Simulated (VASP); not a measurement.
Here is a VASP 6.6.1 calculation.

The input INCAR:

```
PREC     = Accurate       # precision mode
ENCUT    = 520            # plane-wave cutoff, eV
EDIFF    = 1E-6           # SCF threshold, eV
ISMEAR   = 0              # smearing method
SIGMA    = 0.05           # smearing width, eV
LREAL    = F              # projectors in reciprocal space
LASPH    = T              # aspherical terms in the spheres
NELM     = 60             # most SCF steps
ALGO     = Normal         # electronic algorithm
ISIF     = 2              # what is computed and relaxed
LWAVE    = F              # write WAVECAR
LCHARG   = F              # write CHGCAR
GGA      = PE             # functional
NBANDS   = 26             # bands
```

The input KPOINTS:

```
Automatic mesh
0
Gamma
  12 12 4
```

The input POSCAR:

```
SiC
1.0
    3.1663000000      0.0000000000      0.0000000000
   -1.5831500000      2.7420962360      0.0000000000
    0.0000000000      0.0000000000     10.6694000000
Si C
4 4
Direct
    0.6666666667      0.3333333333      0.9378436843
    0.3333333333      0.6666666667      0.4378436843
    0.0000000000      0.0000000000      0.6878989045
    0.0000000000      0.0000000000      0.1878989045
    0.6666666667      0.3333333333      0.7498087506
    0.3333333333      0.6666666667      0.2498087506
    0.0000000000      0.0000000000      0.5004476606
    0.0000000000      0.0000000000      0.0004476606
```

Potentials or basis: VASP PAW PBE potentials, release 64 (Si, C).

Run with:

```sh
$ cat potpaw_PBE.64/Si/POTCAR potpaw_PBE.64/C/POTCAR > POTCAR
$ mpirun -np 1 vasp_std > vasp.out
```

**Question.** Predict the band gap on the k mesh.

**Answer.** 2.07 eV, indirect (least direct gap 3.23 eV).

**Question.** Estimate the pressure.

**Answer.** -17.0 GPa.

Stress tensor (GPa, compression positive):
```
-13.18   0.00   0.00
  0.00 -13.18   0.00
  0.00   0.00 -24.55
```

A k mesh can miss the band edges. A hybrid or GW would open this gap; PBE tends to underestimate it.
